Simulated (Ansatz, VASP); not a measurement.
# Two plane-wave programs on TaW2N4

INCAR

```
PREC = Accurate
ENCUT = 600
EDIFF = 1E-6
ISMEAR = 0
SIGMA = 0.15
LREAL = F
LASPH = T
NELM = 100
ALGO = Normal
ISIF = 3
LWAVE = F
LCHARG = F
GGA = PE
IBRION = 2
NSW = 36
EDIFFG = -0.08
```

Contents of KPOINTS:

```
regular mesh
0
Gamma
  3 3 4
```

File POSCAR:

```
TaW2N4
1.0
    3.1239635600     -4.4154452700      0.0000000000
    3.1239635600      4.4154452700      0.0000000000
    0.0000000000      0.0000000000      3.1152904500
Ta W N
1 2 4
Direct
    0.0000000000      0.0000000000      0.0000000000
    0.0000000000      0.5000000000      0.5000000000
    0.5000000000      0.0000000000      0.5000000000
    0.2397618100      0.2397618100      0.5000000000
    0.7602381900      0.7602381900      0.5000000000
    0.7565065000      0.2434935000      0.0000000000
    0.2434935000      0.7565065000      0.0000000000
```

Input for Ansatz:

```yaml
crystal:
  lattice:
    - [3.12396356, -4.41544527, 0.0]
    - [3.12396356, 4.41544527, 0.0]
    - [0.0, 0.0, 3.11529045]
  atoms:
    - { symbol: Ta, position: [0.0, 0.0, 0.0] }
    - { symbol: W, position: [0.0, 0.5, 0.5] }
    - { symbol: W, position: [0.5, 0.0, 0.5] }
    - { symbol: "N", position: [0.23976181, 0.23976181, 0.5] }
    - { symbol: "N", position: [0.76023819, 0.76023819, 0.5] }
    - { symbol: "N", position: [0.7565065, 0.2434935, 0.0] }
    - { symbol: "N", position: [0.2434935, 0.7565065, 0.0] }
basis:
  ecutwfc: 420
kpoints:
  mp_grid: { grid: [3, 3, 4] }
hamiltonian:
  xc: pbe
scf:
  occupations: { method: gaussian, width: 0.15 }
  lower_state_search: "off"
output:
  forces: true
  stress: true
  eigenvalues: true
relax:
  adjacent_minimum: "off"
  f_tol: 0.08
  max_steps: 16
  cell: { stress_tol: 0.8 }
```

Change from the starting cell: species swapped into the Li2MgBr4 type (Cmmm, No. 65).

Alike in both runs: task relaxation of cell and atoms; functional PBE; k mesh 3 × 3 × 4; occupations gaussian, width 0.15 eV; no spin polarisation.

```csv
,VASP,Ansatz
version,VASP 6.6.1,Ansatz 0.2.0
potentials or method,"VASP PAW PBE potentials, release 64 (Ta_pv, W_sv, N), cutoff 600 eV","scalar-relativistic, plane waves, PAW"
valence electrons in the cell,59,61
```

```tsv
	VASP	Ansatz	Ansatz less VASP
gap on the k mesh at the Fermi level, each at its own relaxed structure (eV)	none	none	-
relaxed volume (Å³/atom)	11.03	11.01	-0.022
relaxed cell length with the largest relative difference (Å)	3.063	3.061	-0.0021
```

A gap of «none» marks a metal or a gap that the smearing closes. VASP's potentials hold 59 valence electrons a cell and Ansatz's 61, so a difference there can come from the potentials and not from the codes.

The k mesh is coarse, so the values compare programs but aren't converged. Neither program's run includes spin-orbit coupling.
